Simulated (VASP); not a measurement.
# C (P2_1/m) in VASP: notebook, part 2 of 2

VASP 6.6.1.

## 5. Single point, PBEsol+D3(BJ) (engineering shear strain xy -0.3000, normal strain along z +0.0467)

Input file INCAR:

```
SYSTEM = C
PREC = Accurate
ENCUT = 520
EDIFF = 1E-7
ISMEAR = 0
SIGMA = 0.15
LREAL = .FALSE.
LASPH = .TRUE.
NELM = 100
ALGO = Normal
ISIF = 2
LWAVE = .FALSE.
LCHARG = .FALSE.
GGA = PS
IVDW = 12
NBANDS = 16
```

Input file KPOINTS:

```
Automatic mesh
0
G
  18 18 6
  0 0 0
```

Input file POSCAR:

```
C
1.0
    2.4580081300     -0.3687012195      0.0000000000
   -1.5483086875      2.3130480930      0.0000000000
    0.0000000000      0.0000000000      6.8873453840
C
4
Direct
    0.0000000000      0.0000000000      0.0025000000
    0.0000000000      0.0000000000      0.5025000000
    0.3333333333      0.6666666667      0.0025000000
    0.6666666667      0.3333333333      0.5025000000
```

Potentials or basis: VASP PAW PBE potentials, release 64 (C).

The run is started by

```
cat potpaw_PBE.64/C/POTCAR > POTCAR
mpirun -np 1 vasp_std > vasp.out
```

OUTCAR:

```text
SYSTEM = C
   PREC = Accurate
   ENCUT = 520
   EDIFF = 1E-7
   ISMEAR = 0
   LREAL = .FALSE.
   LASPH = .TRUE.
   NELM = 100
   ISIF = 2
   GGA = PS
   IVDW = 12
 IVDW          = 12

 ion  position               nearest neighbor table
   1  0.000  0.000  0.002-   3 1.24   3 1.44   3 1.61
   2  0.000  0.000  0.502-   4 1.24   4 1.44   4 1.61
   3  0.333  0.667  0.002-   1 1.24   1 1.44   1 1.61
   4  0.667  0.333  0.502-   2 1.24   2 1.44   2 1.61

  LATTYP: Found a simple monoclinic cell.
 ALAT       =     2.1466340723
 B/A-ratio  =     3.2084394229
 C/A-ratio  =     1.1578624105
 COS(beta)  =    -0.2847292703

  Lattice vectors:

 A1 = (   0.9096994425,   1.9443468735,   0.0000000000)
 A2 = (   0.0000000000,   0.0000000000,  -6.8873453840)
 A3 = (  -2.4580081300,   0.3687012195,   0.0000000000)

Analysis of symmetry for initial positions (statically):
=====================================================================
 Subroutine PRICEL returns:
 Original cell was already a primitive cell.

 Routine SETGRP: Setting up the symmetry group for a
 simple monoclinic supercell.

 Subroutine GETGRP returns: Found  4 space group operations
 (whereof  1 operations were pure point group operations)
 out of a pool of  4 trial point group operations.

The static configuration has the point symmetry C_1 .
 The point group associated with its full space group is C_2h.

Analysis of symmetry for dynamics (positions and initial velocities):
=====================================================================
 Subroutine PRICEL returns:
 Original cell was already a primitive cell.

 Routine SETGRP: Setting up the symmetry group for a
 simple monoclinic supercell.

 Subroutine GETGRP returns: Found  4 space group operations
 (whereof  1 operations were pure point group operations)
 out of a pool of  4 trial point group operations.

The dynamic configuration has the point symmetry C_1 .
[... 125 lines left out ...]
  volume/ion in A,a.u.               =       8.81        59.43
  Fermi-wavevector in a.u.,A,eV,Ry     =   1.258422  2.378072 21.546528  1.583625
  Thomas-Fermi vector in A             =   2.392032
   LORBIT       =      0    0 simple, 1 ext, 2 COOP (PROOUT), +10 PAW based schemes
   GGA     = PS    functional components
   LHFCALC =     F    Hartree Fock is set to
   AEXX    =    0.0000 exact exchange contribution
   IVDW    =    12    specifies the selected vdW correction
   LEPSILON=     F    determine dielectric tensor
   LRPA    =     F    only Hartree local field effects (RPA)
 non-spin polarized calculation
 Gauss-broadening in eV      SIGMA  =   0.15
  energy-cutoff  :      520.00
  volume of cell :       35.23
 maximum number of plane-waves:       970
   NGX =  9   NGY = 11   NGZ = 25

 number of electron      16.0000000 magnetization

 Free energy of the ion-electron system (eV)
  ---------------------------------------------------
  ext. energy  EPLUGINS =         0.00000000
  ---------------------------------------------------
  free energy    TOTEN  =       -33.82612727 eV

  energy without entropy =      -33.82532462  energy(sigma->0) =      -33.82572594

 E-fermi :   5.3111     XC(G=0): -10.4346

 val. band max:        5.2729074665   @ k =   0.4444   0.1111   0.0000
 cond. band min:       5.4173266162   @ k =   0.3889   0.1667   0.1667
 fundamental gap:      0.1444191497
 Fermi energy:         5.3111071831

 k-point     1 :       0.0000    0.0000    0.0000
  band No.  band energies     occupation
      1     -15.4445      2.00000
      2     -15.2073      2.00000
      3      -4.1734      2.00000
      4      -2.4639      2.00000
      5       0.3668      2.00000
      6       0.4184      2.00000
[... 433 lines left out ...]
      3      -2.7191      2.00000
      4      -2.6537      2.00000
      5      -1.8154      2.00000
      6      -0.5762      2.00000
[... 8 lines left out ...]
     15      17.4217      0.00000
     16      17.5566      0.00000

 [... further k-points ...]

------------------------ aborting loop because EDIFF is reached ----------------------------------------

 Edisp (eV)   -0.35963

 E8    (eV) :    -0.1748

  FORCE on cell =-STRESS in cart. coord.  units (eV):
  Direction    XX          YY          ZZ          XY          YZ          ZX
  --------------------------------------------------------------------------------------
  -------------------------------------------------------------------------------------
  Total      12.20783    10.97576    -0.27418    30.74665     0.00000     0.00000
  in kB     555.24304   499.20543   -12.47053  1398.43588     0.00000     0.00000
  external pressure =      347.33 kB  Pullay stress =        0.00 kB

 VOLUME and BASIS-vectors are now :
 -----------------------------------------------------------------------------
  energy-cutoff  :      520.00
  volume of cell :       35.23
      direct lattice vectors                 reciprocal lattice vectors
     2.458008130 -0.368701220  0.000000000     0.452241731  0.302721679  0.000000000
    -1.548308688  2.313048093  0.000000000     0.072087597  0.480583977  0.000000000
     0.000000000  0.000000000  6.887345384     0.000000000  0.000000000  0.145193822

 POSITION                                       TOTAL-FORCE (eV/Angst)
 -----------------------------------------------------------------------------------
      0.00000      0.00000      0.01722         5.073789      2.579323      0.000000
      0.00000      0.00000      3.46089        -5.073789     -2.579323      0.000000
     -0.21287      1.41913      0.01722        -5.097781     -2.590007      0.000000
      1.12257      0.52522      3.46089         5.097781      2.590007      0.000000
 -----------------------------------------------------------------------------------
    total drift:                               -0.000000     -0.000000      0.000005

  FREE ENERGIE OF THE ION-ELECTRON SYSTEM (eV)
  ---------------------------------------------------
  free  energy   TOTEN  =       -34.1857613510 eV

  energy  without entropy=      -34.1849587010  energy(sigma->0) =      -34.18536003
```

It took 2.9 min on 1 thread of Intel Xeon 6975P-C (Granite Rapids), shared host; peak memory 0.37 GiB.

What came out:

```yaml
Free_energy: -34.1858 eV
Pressure: 34.7 GPa
Largest_force: 5.718 eV/Å
Band_gap_on_the_k_mesh: 0.14 eV, indirect (least direct gap 0.15 eV)
Dispersion_energy_per_atom: -0.090 eV
```

Forces on the atoms (eV/Å):
```
C    5.074  2.579  0.000
C   -5.074 -2.579  0.000
C   -5.098 -2.590  0.000
C    5.098  2.590  0.000
```

Stress tensor (GPa, compression positive):
```
 55.52 139.84   0.00
139.84  49.92   0.00
  0.00   0.00  -1.25
```

Caveat: the cell differs from its parent crystal (engineering shear strain xy -0.3000, normal strain along z +0.0467); the PAW data sets were made with another functional, which shifts forces and pressure a little. A k mesh can miss the band edges.

## 6. Summary

| cell | gap on the mesh (eV) | pressure (GPa) | largest force (eV/Å) |
| --- | --- | --- | --- |
| a = 2.486, b = 2.783, c = 6.926 Å, angles 90.0, 90.0, 132.3°, 4 atoms | 0.15 | 34.5 | 5.72 |
| a = 2.474, b = 2.701, c = 6.926 Å, angles 90.0, 90.0, 129.4°, 4 atoms | 0.42 | 19.9 | 3.74 |
| a = 2.486, b = 2.783, c = 7.041 Å, angles 90.0, 90.0, 132.3°, 4 atoms | 0.17 | 33.9 | 5.71 |
| a = 2.486, b = 2.783, c = 6.887 Å, angles 90.0, 90.0, 132.3°, 4 atoms | 0.14 | 34.7 | 5.72 |

Alike in all rows: task single point; level PBEsol+D3(BJ); potentials or basis VASP PAW PBE potentials, release 64 (C); no spin polarisation; k mesh 18 × 18 × 6; cutoff (eV) 520; smearing gaussian 0.15 eV.

Caveats: the PAW data sets were made with another functional, which shifts forces and pressure a little.

Absolute energies hang on the potentials; compare differences alone.
